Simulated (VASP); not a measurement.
Wanted: the native input for a VASP 6.6.1 run.

- Task: single point
- Functional: PBEsol
- Potentials or basis: VASP PAW PBE potentials, release 64 (Mn_pv)
- Cutoff: 520 eV
- k mesh: 16 × 16 × 16
- Occupations: fermi-dirac, width 0.1 eV
- Spin: no spin polarisation
- Dipole correction: no
- Further INCAR settings: ALGO = Normal; EDIFF = 1e-06; NBANDS = 12

The structure of Mn lies in POSCAR:

```
Mn
1.0
    2.2531874726      0.0000000000      0.0000000000
    0.0000000000      2.2531874726      0.0000000000
    0.0000000000      0.0000000000      2.2531874726
Mn
1
Direct
    0.0000000000      0.0000000000      0.0000000000
```

The input as run:

INCAR

```
SYSTEM = Mn
  ALGO = Normal
  EDIFF = 1E-6
  ENCUT = 520
  GGA = PS
  ISIF = 2
  ISMEAR = -1
  LASPH = .True.
  LCHARG = .False.
  LREAL = .False.
  LWAVE = .False.
  NBANDS = 12
  NELM = 60
  PREC = Accurate
  SIGMA = 0.1
```

KPOINTS

```
k-points
0
Gamma
  16 16 16
  0 0 0
```

Potentials or basis: VASP PAW PBE potentials, release 64 (Mn_pv).

Command:

```console
$ cat potpaw_PBE.64/Mn_pv/POTCAR > POTCAR
$ mpirun -np 1 vasp_std > vasp.out
```

Results of the run:

The pressure is 0.4 GPa.

Caveat: the PAW data sets were made with another functional, which shifts forces and pressure a little; the run has no spin polarisation, though such a crystal can be magnetic.

Run time: 6.5 s on 1 thread of Intel(R) Xeon(R) 6975P-C (Granite Rapids), on a shared host, peak memory 0.13 GiB.
